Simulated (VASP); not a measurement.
# KCl (Fm-3m) in VASP: a series of runs

The runs below take KCl through single point, with HSE06.

Everything below comes from runs of VASP 6.6.1. Logs are shortened: lines on timing, memory, paths and dates and some standing lists are left out, and cuts for length are marked.

**1. The cell of the first run**

Symmetry: Fm-3m, No. 225, cubic system. Conventional cell: a = 6.164 Å, b = 6.164 Å, c = 6.164 Å, α = 90.00°, β = 90.00°, γ = 90.00°. K (site symmetry m-3m) has 6 Cl at 3.08 Å within 4.1 Å. Within 4.1 Å of Cl (site symmetry m-3m) lie 6 K at 3.08 Å.

**2. Single point, HSE06**

The input, POSCAR:

```
KCl
1.0
    0.0000000000      3.0822383035      3.0822383035
    3.0822383035      0.0000000000      3.0822383035
    3.0822383035      3.0822383035      0.0000000000
K Cl
1 1
Direct
    0.0000000000      0.0000000000      0.0000000000
    0.5000000000      0.5000000000      0.5000000000
```

The input, INCAR.step1:

```
SYSTEM = KCl
ALGO     = Normal         ! electronic algorithm
EDIFF    = 1E-5           ! SCF threshold, eV
ENCUT    = 520            ! plane-wave cutoff, eV
GGA      = PE             ! functional
ISIF     = 2              ! what is computed and relaxed
ISMEAR   = -1             ! smearing method
LASPH    = .True.         ! aspherical terms in the spheres
LREAL    = .False.        ! projectors in reciprocal space
LWAVE    = .True.         ! write WAVECAR
NBANDS   = 15             ! bands
NELM     = 60             ! most SCF steps
PREC     = Accurate       ! precision mode
SIGMA    = 0.05           ! smearing width, eV
```

The input, INCAR.step2:

```
SYSTEM = KCl
ALGO     = Normal         ! electronic algorithm
EDIFF    = 1E-6           ! SCF threshold, eV
ENCUT    = 520            ! plane-wave cutoff, eV
GGA      = PE             ! functional
HFSCREEN = 0.2079         ! screening, 1/A
ISIF     = 2              ! what is computed and relaxed
ISMEAR   = -1             ! smearing method
ISTART   = 1            
LASPH    = .True.         ! aspherical terms in the spheres
LCHARG   = .True.         ! write CHGCAR
LELF     = .True.         ! ELF
LHFCALC  = .True.         ! exact exchange
LREAL    = .False.        ! projectors in reciprocal space
LVHAR    = .True.       
LWAVE    = .False.        ! write WAVECAR
NBANDS   = 15             ! bands
NELM     = 60             ! most SCF steps
PREC     = Accurate       ! precision mode
PRECFOCK = Normal       
SIGMA    = 0.05           ! smearing width, eV
```

The input, KPOINTS:

```
k-points
0
Gamma
  4 4 4
  0 0 0
```

Potentials or basis: VASP PAW PBE potentials, release 64 (K_sv, Cl).

Started as:

```bash
$ cat potpaw_PBE.64/K_sv/POTCAR potpaw_PBE.64/Cl/POTCAR > POTCAR
$ cp INCAR.step1 INCAR
$ mpirun -np 1 vasp_std > vasp.out
$ cp INCAR.step2 INCAR
$ mpirun -np 1 vasp_std > vasp.out
```

OUTCAR:

```text
SYSTEM = KCl
   EDIFF = 1E-6
   ENCUT = 520
   GGA = PE
   HFSCREEN = 0.2079
   ISIF = 2
   ISMEAR = -1
   ISTART = 1
   LASPH = .True.
   LHFCALC = .True.
   LREAL = .False.
   NELM = 60
   PREC = Accurate
   PRECFOCK = Normal

 ion  position               nearest neighbor table
   1  0.000  0.000  0.000-   2 3.08   2 3.08   2 3.08   2 3.08   2 3.08   2 3.08
   2  0.500  0.500  0.500-   1 3.08   1 3.08   1 3.08   1 3.08   1 3.08   1 3.08

  LATTYP: Found a face centered cubic cell.
 ALAT       =     6.1644766070

  Lattice vectors:

 A1 = (   0.0000000000,   3.0822383035,   3.0822383035)
 A2 = (   3.0822383035,   0.0000000000,   3.0822383035)
 A3 = (   3.0822383035,   3.0822383035,   0.0000000000)

Analysis of symmetry for initial positions (statically):
=====================================================================
 Subroutine PRICEL returns:
 Original cell was already a primitive cell.

 Routine SETGRP: Setting up the symmetry group for a
 face centered cubic supercell.

 Subroutine GETGRP returns: Found 48 space group operations
 (whereof 48 operations were pure point group operations)
 out of a pool of 48 trial point group operations.

The static configuration has the point symmetry O_h .

Analysis of symmetry for dynamics (positions and initial velocities):
=====================================================================
 Subroutine PRICEL returns:
 Original cell was already a primitive cell.

 Routine SETGRP: Setting up the symmetry group for a
 face centered cubic supercell.

 Subroutine GETGRP returns: Found 48 space group operations
 (whereof 48 operations were pure point group operations)
 out of a pool of 48 trial point group operations.

The dynamic configuration has the point symmetry O_h .

 Subroutine INISYM returns: Found 48 space group operations
 (whereof 48 operations are pure point group operations),
 and found     1 'primitive' translations

----------------------------------------------------------------------------------------

                                     Primitive cell

  volume of cell :      58.5637

  direct lattice vectors                    reciprocal lattice vectors
     0.000000000  3.082238304  3.082238304    -0.162219774  0.162219774  0.162219774
     3.082238304  0.000000000  3.082238304     0.162219774 -0.162219774  0.162219774
     3.082238304  3.082238304  0.000000000     0.162219774  0.162219774 -0.162219774

[... 82 lines left out ...]
   EFERMI_NEDOS =   21; number of points for ismear=-14 and -15
   IALGO  =     38    algorithm
   IMIX   =      1    mixing-type and parameters
     AMIX     =   0.40;   BMIX     =  1.00
     AMIX_MAG =   1.60;   BMIX_MAG =  1.00
  volume/ion in A,a.u.               =      29.28       197.60
  Fermi-wavevector in a.u.,A,eV,Ry     =   1.062279  2.007416 15.353314  1.128437
  Thomas-Fermi vector in A             =   2.197724
   LORBIT       =      0    0 simple, 1 ext, 2 COOP (PROOUT), +10 PAW based schemes
   GGA     = PE    functional components
   LHFCALC =     T    Hartree Fock is set to
   PRECFOCK=normal    Normal, Fast or Accurate (Low or Medium for compatibility)
   ENCUT4O =  -1.0   cutoff for four orbital integrals eV
   NKREDX  =     1    reduce k-point grid by
   NKREDY  =     1    reduce k-point grid by
   NKREDZ  =     1    reduce k-point grid by
   AEXX    =    0.2500 exact exchange contribution
   HFSCREEN=    0.2079 screening length (either q_TF or 0.3 A-1)
   HFSCREENC=   0.2079 screening length for correlation (either q_TF or 0.3 A-1)
   ENCUTFOCK=  -1.0 apply spherical cutoff to Coloumb kernel
   IVDW    =     0    specifies the selected vdW correction
   LEPSILON=     F    determine dielectric tensor
   LRPA    =     F    only Hartree local field effects (RPA)
 non-spin polarized calculation
  energy-cutoff  :      520.00
  volume of cell :       58.56
 maximum number of plane-waves:      1604
  NGX = 28; NGY = 28; NGZ = 28

 number of electron      16.0000000 magnetization

 Free energy of the ion-electron system (eV)
  ---------------------------------------------------
  ext. energy  EPLUGINS =         0.00000000
  ---------------------------------------------------
  free energy    TOTEN  =        -7.83750897 eV

  energy without entropy =       -7.83750897  energy(sigma->0) =       -7.83750897

 E-fermi :  -1.4714     XC(G=0):  -6.5132

 val. band max:       -2.5764972477   @ k =   0.0000   0.0000   0.0000
 cond. band min:       4.1560562854   @ k =   0.0000   0.0000   0.0000
 fundamental gap:      6.7325535331
 Fermi energy:        -1.4714019760

 k-point     1 :       0.0000    0.0000    0.0000
  band No.  band energies     occupation
      1     -31.6906      2.00000
      2     -15.9189      2.00000
      3     -13.8000      2.00000
      4     -13.8000      2.00000
      5     -13.8000      2.00000
      6      -2.5765      2.00000
      7      -2.5765      2.00000
      8      -2.5765      2.00000
      9       4.1561      0.00000
     10       7.3762      0.00000
     11       7.3762      0.00000
     12       7.3762      0.00000
     13       8.4164      0.00000
     14       8.4164      0.00000
[... 113 lines left out ...]
      2     -15.8916      2.00000
      3     -13.9303      2.00000
      4     -13.9303      2.00000
      5     -13.7007      2.00000
      6      -3.1502      2.00000
      7      -3.1132      2.00000
      8      -3.1132      2.00000
      9       6.9893      0.00000
     10       6.9893      0.00000
     11       8.7138      0.00000
     12       9.3075      0.00000
     13      11.3595      0.00000
     14      11.4584      0.00000
     15      11.4618      0.00000

------------------------ aborting loop because EDIFF is reached ----------------------------------------

  FORCE on cell =-STRESS in cart. coord.  units (eV):
  Direction    XX          YY          ZZ          XY          YZ          ZX
  --------------------------------------------------------------------------------------
  -------------------------------------------------------------------------------------
  Total        0.6936558      0.6936558      0.6936558     -0.0000000     -0.0000000      0.0000000
  in kB       18.9769307     18.9769307     18.9769307     -0.0000000     -0.0000000      0.0000000
  external PRESSURE =      18.9769307 kB  Pullay stress =       0.0000000 kB

 VOLUME and BASIS-vectors are now :
 -----------------------------------------------------------------------------
  energy-cutoff  :      520.00
  volume of cell :       58.56
      direct lattice vectors                 reciprocal lattice vectors
     0.000000000  3.082238304  3.082238304    -0.162219774  0.162219774  0.162219774
     3.082238304  0.000000000  3.082238304     0.162219774 -0.162219774  0.162219774
     3.082238304  3.082238304  0.000000000     0.162219774  0.162219774 -0.162219774

 POSITION                                       TOTAL-FORCE (eV/Angst)
 -----------------------------------------------------------------------------------
      0.00000      0.00000      0.00000        -0.000000     -0.000000     -0.000000
      3.08224      3.08224      3.08224         0.000000      0.000000      0.000000
 -----------------------------------------------------------------------------------
    total drift:                               -0.000000     -0.000000     -0.000000

  FREE ENERGIE OF THE ION-ELECTRON SYSTEM (eV)
  ---------------------------------------------------
  free  energy   TOTEN  =        -7.8375089656 eV

  energy  without entropy=       -7.8375089656  energy(sigma->0) =       -7.83750897
```

OUTCAR.step1:

```text
SYSTEM = KCl
   EDIFF = 1E-5
   ENCUT = 520
   GGA = PE
   ISIF = 2
   ISMEAR = -1
   LASPH = .True.
[... 345 lines left out ...]
      0.00000      0.00000      0.00000        -0.000000      0.000000     -0.000000
      3.08224      3.08224      3.08224         0.000000     -0.000000      0.000000
 -----------------------------------------------------------------------------------
    total drift:                                0.000000     -0.000000     -0.000000

  FREE ENERGIE OF THE ION-ELECTRON SYSTEM (eV)
  ---------------------------------------------------
  free  energy   TOTEN  =        -6.7686101035 eV

  energy  without entropy=       -6.7686101035  energy(sigma->0) =       -6.76861010
```

OSZICAR.step1:

```text
N       E                     dE             d eps       ncg     rms          rms(c)
DAV:   1     0.103196686601E+03    0.10320E+03   -0.72980E+03   240   0.967E+02
DAV:   2    -0.662730010201E+00   -0.10386E+03   -0.91677E+02   334   0.238E+02
DAV:   3    -0.680492463233E+01   -0.61422E+01   -0.60940E+01   331   0.503E+01
DAV:   4    -0.704335877707E+01   -0.23843E+00   -0.23840E+00   389   0.888E+00
DAV:   5    -0.704541222192E+01   -0.20534E-02   -0.20534E-02   331   0.948E-01    0.366E+00
DAV:   6    -0.676923045597E+01    0.27618E+00   -0.40173E-01   296   0.330E+00    0.300E+00
DAV:   7    -0.675588170337E+01    0.13349E-01   -0.10212E-01   310   0.185E+00    0.169E+00
DAV:   8    -0.676745122235E+01   -0.11570E-01   -0.16014E-02   294   0.945E-01    0.189E-01
DAV:   9    -0.676802353687E+01   -0.57231E-03   -0.67712E-04   324   0.161E-01    0.944E-02
DAV:  10    -0.676860395686E+01   -0.58042E-03   -0.59584E-04   254   0.152E-01    0.189E-02
DAV:  11    -0.676861010351E+01   -0.61467E-05   -0.16639E-05   309   0.260E-02
   1 F= -.67686101E+01 E0= -.67686101E+01  d E =-.155873E-10
```

Run time: 7.6 min. Hardware: 1 thread of Intel Xeon Platinum 8375C at 2.90GHz (Ice Lake), shared host; peak memory 0.29 GiB.

What came out:

```yaml
Free_energy: -7.8375 eV
Pressure: 1.9 GPa
Band_gap_on_the_k_mesh: 6.73 eV
```

Levels at points of the mesh, in eV from the valence-band top:
```
           k point  band 6  band 7  band 8  band 9  band 10  band 11
(0.00, 0.00, 0.00)    0.00    0.00    0.00    6.73     9.95     9.95
(0.50, 0.00, 0.00)   -1.22   -0.39   -0.39    9.10    10.37    12.54
(0.50, 0.50, 0.00)   -0.74   -0.25   -0.25    7.85    10.13    11.89
```

Caveat: the k points lie up to 0.44 Å⁻¹ apart; the PAW data sets were made with another functional, which shifts forces and pressure a little.

**3. Single point, HSE06**

This run uses another cell than the first one, of 29.90 Å³/atom.

The input, POSCAR:

```
KCl
1.0
    0.0000000000      3.1039449222      3.1039449222
    3.1039449222      0.0000000000      3.1039449222
    3.1039449222      3.1039449222      0.0000000000
K Cl
1 1
Direct
    0.0000000000      0.0000000000      0.0000000000
    0.5000000000      0.5000000000      0.5000000000
```

The input, INCAR.step1:

```
SYSTEM = KCl
PREC     = Accurate       ! precision mode
ENCUT    = 520            ! plane-wave cutoff, eV
EDIFF    = 1E-5           ! SCF threshold, eV
ISMEAR   = -1             ! smearing method
SIGMA    = 0.05           ! smearing width, eV
LREAL    = .False.        ! projectors in reciprocal space
LASPH    = .True.         ! aspherical terms in the spheres
NELM     = 60             ! most SCF steps
ALGO     = Normal         ! electronic algorithm
ISIF     = 2              ! what is computed and relaxed
LWAVE    = .True.         ! write WAVECAR
LCHARG   = .False.        ! write CHGCAR
NBANDS   = 15             ! bands
GGA      = PE             ! functional
```

The input, INCAR.step2:

```
SYSTEM = KCl
PREC     = Accurate       ! precision mode
ENCUT    = 520            ! plane-wave cutoff, eV
EDIFF    = 1E-7           ! SCF threshold, eV
ISMEAR   = -1             ! smearing method
SIGMA    = 0.05           ! smearing width, eV
LREAL    = .False.        ! projectors in reciprocal space
LASPH    = .True.         ! aspherical terms in the spheres
NELM     = 60             ! most SCF steps
ALGO     = Normal         ! electronic algorithm
ISIF     = 2              ! what is computed and relaxed
LWAVE    = .False.        ! write WAVECAR
LCHARG   = .False.        ! write CHGCAR
GGA      = PE             ! functional
LHFCALC  = .True.         ! exact exchange
HFSCREEN = 0.2079         ! screening, 1/A
PRECFOCK = Normal       
NBANDS   = 15             ! bands
ISTART   = 1
```

The input, KPOINTS:

```
Automatic mesh
0
Gamma
  4 4 4
  0 0 0
```

Potentials or basis: VASP PAW PBE potentials, release 64 (K_sv, Cl).

Started as:

```bash
$ cat potpaw_PBE.64/K_sv/POTCAR potpaw_PBE.64/Cl/POTCAR > POTCAR
$ cp INCAR.step1 INCAR
$ mpirun -np 1 vasp_std > vasp.out
$ cp INCAR.step2 INCAR
$ mpirun -np 1 vasp_std > vasp.out
```

It took 11 min on 1 thread of Intel Xeon Platinum 8375C at 2.90GHz (Ice Lake), shared host; peak memory 0.32 GiB.

The run converged. Its results:

```
Free energy            : -7.8505 eV
Pressure               : 1.4 GPa
Band gap on the k mesh : 6.65 eV
```

Levels at points of the mesh, in eV from the valence-band top:
```csv
k point,band 4,band 5,band 6,band 7,band 8,band 9,band 10,band 11,band 12,band 13
"(0.00, 0.00, 0.00)",-11.27,-11.27,0.00,0.00,0.00,6.65,9.94,9.94,9.94,10.97
"(0.50, 0.00, 0.00)",-11.28,-11.02,-1.18,-0.37,-0.37,9.03,10.28,12.46,12.46,13.06
"(0.50, 0.50, 0.00)",-11.34,-11.34,-0.73,-0.25,-0.25,7.86,10.02,11.76,12.11,12.60
```

Caveat: the k points lie up to 0.44 Å⁻¹ apart; the PAW data sets were made with another functional, which shifts forces and pressure a little.

**4. Single point, HSE06**

This run uses another cell than the first one, of 30.53 Å³/atom.

The input, POSCAR:

```
KCl
1.0
    0.0000000000      3.1253521154      3.1253521154
    3.1253521154      0.0000000000      3.1253521154
    3.1253521154      3.1253521154      0.0000000000
K Cl
1 1
Direct
    0.0000000000      0.0000000000      0.0000000000
    0.5000000000      0.5000000000      0.5000000000
```

The input, INCAR.step1:

```
SYSTEM = KCl
PREC = Accurate
ENCUT = 520
EDIFF = 1E-5
ISMEAR = -1
SIGMA = 0.05
LREAL = .False.
LASPH = .True.
NELM = 100
ALGO = Normal
ISIF = 2
LWAVE = .True.
LCHARG = .False.
GGA = PE
NBANDS = 15
```

The input, INCAR.step2:

```
SYSTEM = KCl
PREC = Accurate
ENCUT = 520
EDIFF = 1E-6
ISMEAR = -1
SIGMA = 0.05
LREAL = .False.
LASPH = .True.
NELM = 100
ALGO = Normal
ISIF = 2
LWAVE = .False.
LCHARG = .False.
GGA = PE
LHFCALC = .True.
HFSCREEN = 0.2079
PRECFOCK = Normal
ISTART = 1
NBANDS = 15
```

KPOINTS is that of step 3.

Started as:

```bash
$ cat potpaw_PBE.64/K_sv/POTCAR potpaw_PBE.64/Cl/POTCAR > POTCAR
$ cp INCAR.step1 INCAR
$ mpirun -np 1 vasp_std > vasp.out
$ cp INCAR.step2 INCAR
$ mpirun -np 1 vasp_std > vasp.out
```

Run time: 8.3 min. Hardware: 1 thread of Intel Xeon Platinum 8375C at 2.90GHz (Ice Lake), shared host; peak memory 0.31 GiB.

Results (log left out):

| Item | Value |
| --- | --- |
| Free energy | -7.8596 eV |
| Pressure | 0.9 GPa |
| Band gap on the k mesh | 6.57 eV |

Levels at points of the mesh, in eV from the valence-band top:
```tsv
k point	band 5	band 6	band 7	band 8	band 9	band 10	band 11	band 12
(0.00, 0.00, 0.00)	-11.32	0.00	0.00	0.00	6.57	9.93	9.93	9.93
(0.50, 0.00, 0.00)	-11.08	-1.14	-0.35	-0.35	8.96	10.19	12.39	12.39
(0.50, 0.50, 0.00)	-11.38	-0.71	-0.25	-0.25	7.88	9.92	11.62	12.07
```

Caveat: the k points lie up to 0.44 Å⁻¹ apart; the PAW data sets were made with another functional, which shifts forces and pressure a little.

**5. Overview**

| cell | gap on the mesh (eV) | pressure (GPa) |
| --- | --- | --- |
| a = 4.359 Å, angles 60.0°, 2 atoms | 6.73 | 1.9 |
| a = 4.390 Å, angles 60.0°, 2 atoms | 6.65 | 1.4 |
| a = 4.420 Å, angles 60.0°, 2 atoms | 6.57 | 0.9 |

Alike in all rows: task single point; level HSE06; potentials or basis VASP PAW PBE potentials, release 64 (K_sv, Cl); no spin polarisation; k mesh 4 × 4 × 4; cutoff (eV) 520; smearing fermi-dirac 0.05 eV.

Caveats: all runs use coarse meshes; the PAW data sets were made with another functional, which shifts forces and pressure a little.

Absolute energies hang on the potentials; compare differences alone.
